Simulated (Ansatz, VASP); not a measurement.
**PtSe2 in VASP and in Ansatz**

The input INCAR:

```
  ALGO = Normal
  EDIFF = 1E-7
  ENCUT = 520
  GGA = RP
  GGA_COMPAT = F
  ISIF = 2
  ISMEAR = -1
  IVDW = 13
  LASPH = T
  LCHARG = T
  LMAXMIX = 4
  LORBIT = 11
  LORBMOM = T
  LREAL = F
  LSORBIT = T
  LVHAR = T
  LWAVE = F
  MAGMOM = 0.354 0.354 0 0 0 0 0 0 0
  NBANDS = 35
  NELM = 150
  PREC = Accurate
  SIGMA = 0.05
```

The input KPOINTS:

```
k-points
0
Gamma
  6 6 4
```

File POSCAR:

```
PtSe2
1.0
    3.7240000000      0.0000000000      0.0000000000
   -1.8620000000      3.2250786037      0.0000000000
    0.0000000000      0.0000000000      5.0620000000
Pt Se
1 2
Direct
    0.0000000000      0.0000000000      0.0000000000
    0.6666666667      0.3333333333      0.7500000000
    0.3333333333      0.6666666667      0.2500000000
```

The input input.yaml:

```yaml
crystal:
  lattice:
    - [3.724, 0.0, 0.0]
    - [-1.862, 3.2250786037, 0.0]
    - [0.0, 0.0, 5.062]
  atoms:
    - { symbol: Pt, position: [0.0, 0.0, 0.0], spin: 0.501, spin_axis: [0.707107, 0.707107, 0.0] }
    - { symbol: Se, position: [0.6666666667, 0.3333333333, 0.75] }
    - { symbol: Se, position: [0.3333333333, 0.6666666667, 0.25] }
kpoints:
  mp_grid: { grid: [6, 6, 4] }
scf:
  occupations: { method: fermi_dirac, width: 0.05 }
hamiltonian:
  xc: rpbe
  dispersion: d4
  pseudopotentials: { kind: all_electron, lapw: { basis_error: 0.001 } }
magnetization:
  noncollinear: true
  spin_orbit: true
output:
  forces: true
  stress: true
  eigenvalues: true
  populations: true
```

Alike in both runs: functional RPBE; dispersion D4; k mesh 6 × 6 × 4; occupations fermi-dirac, width 0.05 eV; non-collinear spin, spin-orbit coupling.

|  | VASP | Ansatz |
| --- | --- | --- |
| version | VASP 6.6.1 | Ansatz 0.2.0 |
| potentials or method | VASP PAW PBE potentials, release 64 (Pt, Se), cutoff 520 eV | all-electron LAPW, relativistic spinors |
| task | single point | atomic charges |

Ansatz gave:

```
pressure (GPa)                                                : 1.9
traceless stress, the component that is largest in VASP (GPa) : -1.00
rms of the force components (eV/Å)                            : 0.334
net moment per atom (μB)                                      : 0.00
```

Which values does VASP return?

Pressure (GPa): 1.9; traceless stress, the component that is largest in VASP (GPa): -1.04; rms of the force components (eV/Å): 0.347; net moment per atom (μB): 0.00.

VASP's potentials were made for PBE, not for RPBE. Atom by atom the forces differ by 0.013 eV/Å (rms over components). Ansatz ran all-electron here, and VASP with PAW potentials.

Noted on Ansatz's run: the k mesh is thin for a metal, which can move the energy by tens of meV per atom.
